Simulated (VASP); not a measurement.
# Os: single point with PBEsol

Os:

```
Os
1.0
     2.73410    0.00000    0.00000
    -1.36705    2.36780    0.00000
     0.00000    0.00000    4.96765
Os
2
Direct
  0.33333 0.66667 0.25000
  0.66667 0.33333 0.75000
```

This cell differs from its parent crystal: strain +0.1500 x Voigt [0, 0, 1, 0, 0, 0].

```
Program                : VASP 6.6.1
Task                   : single point
Functional             : PBEsol
Potentials or basis    : VASP PAW PBE potentials, release 64 (Os)
Cutoff                 : 520 eV
k mesh                 : 18 × 18 × 12
Occupations            : gaussian, width 0.15 eV
Spin                   : no spin polarisation
Dipole correction      : no
Further INCAR settings : ALGO = Normal; EDIFF = 1e-07; NBANDS = 15
```

```
Pressure               : -38.7 GPa
Band gap on the k mesh : zero (band 8 reaches 8.88 eV, above the bottom of band 9 at 6.24 eV)
```

Stress tensor (GPa, compression positive):
```
-22.27   0.00   0.00
  0.00 -22.27   0.00
  0.00   0.00 -71.53
```

Levels at points of the mesh, in eV from the Fermi level:
| k point | band 4 | band 5 | band 6 | band 7 | band 8 | band 9 | band 10 | band 11 | band 12 | band 13 |
| --- | --- | --- | --- | --- | --- | --- | --- | --- | --- | --- |
| (0.00, 0.00, 0.00) | -2.40 | -2.40 | -2.02 | -2.02 | -1.18 | -0.26 | -0.26 | 1.40 | 1.40 | 5.66 |
| (0.50, 0.00, 0.00) | -2.92 | -2.25 | -2.01 | -1.92 | 1.52 | 2.52 | 2.72 | 3.73 | 5.01 | 8.32 |
| (0.00, 0.00, 0.50) | -3.63 | -2.36 | -2.36 | -2.36 | -2.36 | 0.77 | 0.77 | 0.77 | 0.77 | 11.67 |
| (0.50, 0.00, 0.50) | -4.84 | -0.50 | -0.50 | -0.06 | -0.06 | 2.53 | 2.53 | 2.63 | 2.63 | 8.19 |

It took 39 s on 1 thread of Intel(R) Xeon(R) 6975P-C (Granite Rapids) (shared host), peak memory 0.23 GiB.

Caveat: the cell differs from its parent crystal (strain +0.1500 x Voigt [0, 0, 1, 0, 0, 0]); the PAW data sets were made with another functional, which shifts forces and pressure a little; spin-orbit coupling is left out, which moves the levels of the heavy elements.
